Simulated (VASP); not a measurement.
# In (I4/mmm) in VASP: a series of runs, part 2 of 2

VASP 6.6.1. Earlier steps stand in the parts before.

### Step 4. Single point, PBE (strain -0.080 along x and y, +0.040 along z)

INCAR reads:

```
SYSTEM = In
PREC = Accurate
ENCUT = 520
EDIFF = 1E-7
ISMEAR = 0
SIGMA = 0.15
LREAL = .FALSE.
LASPH = .TRUE.
NELM = 100
ALGO = Fast
ISIF = 2
LWAVE = .FALSE.
LCHARG = .FALSE.
GGA = PE
NBANDS = 12
```

KPOINTS reads:

```
regular mesh
0
G
  20 20 20
  0 0 0
```

POSCAR reads:

```
In
1.0
   -1.4960580000      1.4960580000      2.5729080000
    1.4960580000     -1.4960580000      2.5729080000
    1.4960580000      1.4960580000     -2.5729080000
In
1
Direct
    0.0000000000      0.0000000000      0.0000000000
```

Potentials or basis: VASP PAW PBE potentials, release 64 (In_d).

Command:

```console
> cat potpaw_PBE.64/In_d/POTCAR > POTCAR
> mpirun -np 1 vasp_std > vasp.out
```

OUTCAR:

```text
SYSTEM = In
   PREC = Accurate
   ENCUT = 520
   EDIFF = 1E-7
   ISMEAR = 0
   LREAL = .FALSE.
   LASPH = .TRUE.
   NELM = 100
   ISIF = 2
   GGA = PE

 ion  position               nearest neighbor table
   1  0.000  0.000  0.000-

  LATTYP: Found a body centered tetragonal cell.
 ALAT       =     2.9921160000
 C/A-ratio  =     1.7197916124

  Lattice vectors:

 A1 = (  -1.4960580000,   1.4960580000,   2.5729080000)
 A2 = (   1.4960580000,  -1.4960580000,   2.5729080000)
 A3 = (   1.4960580000,   1.4960580000,  -2.5729080000)

Analysis of symmetry for initial positions (statically):
=====================================================================
 Subroutine PRICEL returns:
 Original cell was already a primitive cell.

 Routine SETGRP: Setting up the symmetry group for a
 body centered tetragonal supercell.

 Subroutine GETGRP returns: Found 16 space group operations
 (whereof 16 operations were pure point group operations)
 out of a pool of 16 trial point group operations.

The static configuration has the point symmetry D_4h.

Analysis of symmetry for dynamics (positions and initial velocities):
=====================================================================
 Subroutine PRICEL returns:
 Original cell was already a primitive cell.

 Routine SETGRP: Setting up the symmetry group for a
 body centered tetragonal supercell.

 Subroutine GETGRP returns: Found 16 space group operations
 (whereof 16 operations were pure point group operations)
 out of a pool of 16 trial point group operations.

The dynamic configuration has the point symmetry D_4h.

 Subroutine INISYM returns: Found 16 space group operations
 (whereof 16 operations are pure point group operations),
 and found     1 'primitive' translations

----------------------------------------------------------------------------------------

                                     Primitive cell
[... 111 lines left out ...]
  Fermi-wavevector in a.u.,A,eV,Ry     =   1.352889  2.556590 24.902870  1.830309
  Thomas-Fermi vector in A             =   2.480190
   LORBIT       =      0    0 simple, 1 ext, 2 COOP (PROOUT), +10 PAW based schemes
   GGA     = PE    functional components
   LHFCALC =     F    Hartree Fock is set to
   AEXX    =    0.0000 exact exchange contribution
   IVDW    =     0    specifies the selected vdW correction
   LEPSILON=     F    determine dielectric tensor
   LRPA    =     F    only Hartree local field effects (RPA)
 non-spin polarized calculation
 RMM-DIIS sequential band-by-band and
 Gauss-broadening in eV      SIGMA  =   0.15
  energy-cutoff  :      520.00
  volume of cell :       23.03
 maximum number of plane-waves:       646
 NGX is ok and might be reduce to    28
   NGX = 13   NGY = 13   NGZ = 13

 number of electron      13.0000003 magnetization

 Free energy of the ion-electron system (eV)
  ---------------------------------------------------
  ext. energy  EPLUGINS =         0.00000000
  ---------------------------------------------------
  free energy    TOTEN  =        -2.42970764 eV

  energy without entropy =       -2.42482505  energy(sigma->0) =       -2.42726635

 E-fermi :   9.0810     XC(G=0): -10.8690

 val. band max:        9.0796793232   @ k =  -0.2500  -0.4000   0.1000
 cond. band min:       9.0954660508   @ k =  -0.2000  -0.4000   0.1000
 fundamental gap:      0.0157867275
 Fermi energy:         9.0810450956

 k-point     1 :       0.0000    0.0000    0.0000
  band No.  band energies     occupation
      1      -6.0468      2.00000
      2      -5.7395      2.00000
      3      -5.6158      2.00000
      4      -5.6158      2.00000
      5      -5.3489      2.00000
      6      -1.4188      2.00000
      7      20.8168      0.00000
      8      20.8687      0.00000
      9      20.8687      0.00000
     10      21.2653      0.00000
     11      22.2239      0.00000
     12      24.4500      0.00000
[... 331 lines left out ...]
 k-point    24 :      -0.3500    0.0500   -0.0000
  band No.  band energies     occupation
      1      -5.8982      2.00000
      2      -5.8306      2.00000
      3      -5.5779      2.00000
      4      -5.4276      2.00000
      5      -5.3756      2.00000
      6       1.5314      2.00000
      7       9.7905      0.00000
      8      16.1717      0.00000
      9      19.9852      0.00000
     10      20.2113      0.00000
     11      22.0555      0.00000
     12      25.0015      0.00000

 [... further k-points ...]
[... 5 lines left out ...]
  --------------------------------------------------------------------------------------
  -------------------------------------------------------------------------------------
  Total        1.6211112      1.6211112      1.1473364      0.0000000     -0.0000000      0.0000000
  in kB      112.7566806    112.7566806     79.8031903      0.0000000     -0.0000000      0.0000000
  external PRESSURE =     101.7721838 kB  Pullay stress =       0.0000000 kB

 VOLUME and BASIS-vectors are now :
 -----------------------------------------------------------------------------
  energy-cutoff  :      520.00
  volume of cell :       23.03
      direct lattice vectors                 reciprocal lattice vectors
    -1.496058000  1.496058000  2.572908000     0.000000000  0.334211642  0.194332638
     1.496058000 -1.496058000  2.572908000     0.334211642  0.000000000  0.194332638
     1.496058000  1.496058000 -2.572908000     0.334211642  0.334211642  0.000000000

 POSITION                                       TOTAL-FORCE (eV/Angst)
 -----------------------------------------------------------------------------------
      0.00000      0.00000      0.00000        -0.000000      0.000000     -0.000000
 -----------------------------------------------------------------------------------
    total drift:                                0.000000      0.000000      0.000000

  FREE ENERGIE OF THE ION-ELECTRON SYSTEM (eV)
  ---------------------------------------------------
  free  energy   TOTEN  =        -2.4297076416 eV

  energy  without entropy=       -2.4248250517  energy(sigma->0) =       -2.42726635
```

stdout:

```text
POSCAR found type information on POSCAR In
 POSCAR found :  1 types and       1 ions
 scaLAPACK will be used
 LDA part: xc-table for (Slater+PW92), standard interpolation
 POSCAR, INCAR and KPOINTS ok, starting setup
 FFT: planning ... GRIDC
 FFT: planning ... GRID_SOFT
 FFT: planning ... GRID
 WAVECAR not read
 entering main loop
WARNING in EDDRMM: call to ZHEGV failed, returncode =   8  4     10
WARNING in EDDRMM: call to ZHEGV failed, returncode =   8  4     10
WARNING in EDDRMM: call to ZHEGV failed, returncode =   6  3     11
WARNING in EDDRMM: call to ZHEGV failed, returncode =   6  3     12
WARNING in EDDRMM: call to ZHEGV failed, returncode =   6  3     10
WARNING in EDDRMM: call to ZHEGV failed, returncode =   8  4     11
WARNING in EDDRMM: call to ZHEGV failed, returncode =   6  3     11
WARNING in EDDRMM: call to ZHEGV failed, returncode =   6  3     11
WARNING in EDDRMM: call to ZHEGV failed, returncode =   6  3     10
WARNING in EDDRMM: call to ZHEGV failed, returncode =   6  3     10
[... 11 lines left out ...]
WARNING in EDDRMM: call to ZHEGV failed, returncode =   6  3     11
WARNING in EDDRMM: call to ZHEGV failed, returncode =   8  4     11
WARNING in EDDRMM: call to ZHEGV failed, returncode =   6  3     10
WARNING in EDDRMM: call to ZHEGV failed, returncode =   6  3     11
WARNING in EDDRMM: call to ZHEGV failed, returncode =   6  3     10
WARNING in EDDRMM: call to ZHEGV failed, returncode =   6  3     10
WARNING in EDDRMM: call to ZHEGV failed, returncode =   6  3     10
WARNING in EDDRMM: call to ZHEGV failed, returncode =   8  4     10
WARNING in EDDRMM: call to ZHEGV failed, returncode =   6  3     11
WARNING in EDDRMM: call to ZHEGV failed, returncode =   6  3     10
```

Run time: 2.8 min. Hardware: 1 thread of AMD EPYC 9R45 (Zen 5), shared host; peak memory 0.26 GiB.

What came out:

- Free energy: -2.4297 eV
- Pressure: 10.2 GPa

Levels at points of the mesh, in eV from the Fermi level:
```csv
k point,band 2,band 3,band 4,band 5,band 6,band 7,band 8,band 9,band 10,band 11
"(0.00, 0.00, 0.00)",-14.82,-14.70,-14.70,-14.43,-10.50,11.74,11.79,11.79,12.18,13.14
"(0.50, 0.00, 0.00)",-14.98,-14.69,-14.44,-14.33,-4.27,-3.93,6.45,10.43,11.70,12.47
"(0.50, 0.50, 0.00)",-15.08,-14.50,-14.43,-14.15,-1.84,-0.43,3.02,4.21,7.24,7.57
"(0.50, 0.50, 0.50)",-15.05,-14.37,-14.37,-14.36,-4.29,-3.86,6.42,6.42,10.00,10.57
```

Caveat: the cell differs from its parent crystal (strain -0.080 along x and y, +0.040 along z); spin-orbit coupling is left out, which moves the levels of the heavy elements.

### Step 5. Single point, PBE (strain -0.080 along x and y, +0.080 along z)

INCAR reads:

```
PREC = Accurate
ENCUT = 520
EDIFF = 1E-6
ISMEAR = 0
SIGMA = 0.15
LREAL = False
LASPH = True
NELM = 60
ALGO = Fast
ISIF = 2
LWAVE = False
LCHARG = False
GGA = PE
NBANDS = 12
```

KPOINTS reads:

```
regular mesh
0
Gamma
  20 20 20
```

POSCAR reads:

```
In
1.0
   -1.4960580000      1.4960580000      2.6718660000
    1.4960580000     -1.4960580000      2.6718660000
    1.4960580000      1.4960580000     -2.6718660000
In
1
Direct
    0.0000000000      0.0000000000      0.0000000000
```

Command:

```console
> cat potpaw_PBE.64/In_d/POTCAR > POTCAR
> mpirun -np 1 vasp_std > vasp.out
```

Wall time 2.3 min (1 thread of AMD EPYC 9R45 (Zen 5), shared host); peak memory 0.27 GiB.

It converged, with:

```
Free energy : -2.4646 eV
Pressure    : 7.5 GPa
```

Stress tensor (GPa, compression positive):
```
8.97 0.00 0.00
0.00 8.97 0.00
0.00 0.00 4.62
```

Levels at points of the mesh, in eV from the Fermi level:
| k point | band 4 | band 5 | band 6 | band 7 | band 8 | band 9 |
| --- | --- | --- | --- | --- | --- | --- |
| (0.00, 0.00, 0.00) | -14.60 | -14.35 | -10.18 | 10.57 | 11.53 | 11.53 |
| (0.50, 0.00, 0.00) | -14.40 | -14.29 | -4.17 | -3.70 | 5.84 | 9.70 |
| (0.50, 0.50, 0.00) | -14.38 | -14.08 | -1.54 | -0.24 | 2.78 | 4.25 |
| (0.50, 0.50, 0.50) | -14.34 | -14.30 | -4.68 | -3.80 | 6.74 | 6.74 |

Caveat: the cell differs from its parent crystal (strain -0.080 along x and y, +0.080 along z); spin-orbit coupling is left out, which moves the levels of the heavy elements.

### Step 6. Single point, PBE (strain -0.040 along x and y, +0.000 along z)

INCAR reads:

```
SYSTEM = In
PREC = Accurate ; ENCUT = 520
EDIFF = 1E-6 ; ISMEAR = 0
SIGMA = 0.15 ; LREAL = .False.
LASPH = .True. ; NELM = 80
ALGO = Fast ; ISIF = 2
LWAVE = .False. ; LCHARG = .True.
GGA = PE ; LELF = .True.
LVHAR = .True. ; NBANDS = 12
```

KPOINTS reads:

```
regular mesh
0
Gamma
  20 20 20
  0 0 0
```

POSCAR reads:

```
In
1.0
   -1.5611040000      1.5611040000      2.4739500000
    1.5611040000     -1.5611040000      2.4739500000
    1.5611040000      1.5611040000     -2.4739500000
In
1
Direct
    0.0000000000      0.0000000000      0.0000000000
```

Potentials or basis: VASP PAW PBE potentials, release 64 (In_d).

Command:

```console
> cat potpaw_PBE.64/In_d/POTCAR > POTCAR
> mpirun -np 1 vasp_std > vasp.out
```

Wall time 2.3 min (1 thread of AMD EPYC 9R45 (Zen 5), shared host); peak memory 0.27 GiB.

Results (log left out):

```yaml
Free_energy: -2.5000 eV
Pressure: 6.5 GPa
```

Stress tensor (GPa, compression positive):
```
6.51 0.00 0.00
0.00 6.51 0.00
0.00 0.00 6.35
```

Levels at points of the mesh, in eV from the Fermi level:
```
           k point  band 4  band 5  band 6  band 7  band 8  band 9
(0.00, 0.00, 0.00)  -14.68  -14.48  -10.17   11.26   11.26   11.54
(0.50, 0.00, 0.00)  -14.41  -14.34   -4.36   -3.77    7.38   10.23
(0.50, 0.50, 0.00)  -14.40  -14.24   -2.08   -1.20    3.39    4.06
(0.50, 0.50, 0.50)  -14.35  -14.35   -3.36   -3.26    5.34    5.34
```

Caveat: the cell differs from its parent crystal (strain -0.040 along x and y, +0.000 along z); spin-orbit coupling is left out, which moves the levels of the heavy elements.

### Step 7. Overview

| cell | further INCAR settings | gap on the mesh (eV) | pressure (GPa) |
| --- | --- | --- | --- |
| a = 3.181 Å, angles 123.9, 123.9, 83.4°, 1 atom | ALGO = Fast; EDIFF = 1e-07; NBANDS = 12 | none | 17.5 |
| a = 3.255 Å, angles 125.3, 125.3, 81.1°, 1 atom | ALGO = Fast; EDIFF = 1e-07; NBANDS = 12 | none | 13.5 |
| a = 3.331 Å, angles 126.6, 126.6, 78.9°, 1 atom | ALGO = Fast; EDIFF = 1e-07; NBANDS = 12 | none | 10.2 |
| a = 3.408 Å, angles 127.9, 127.9, 76.7°, 1 atom | ALGO = Fast; EDIFF = 1e-06; NBANDS = 12 | none | 7.5 |
| a = 3.316 Å, angles 123.8, 123.8, 83.5°, 1 atom | ALGO = Fast; EDIFF = 1e-06; NBANDS = 12 | none | 6.5 |

Alike in all rows: task single point; level PBE; potentials or basis VASP PAW PBE potentials, release 64 (In_d); no spin polarisation; k mesh 20 × 20 × 20; cutoff (eV) 520; smearing gaussian 0.15 eV.

Caveats: spin-orbit coupling is left out, which moves the levels of the heavy elements.

Absolute energies hang on the potentials; compare differences alone.
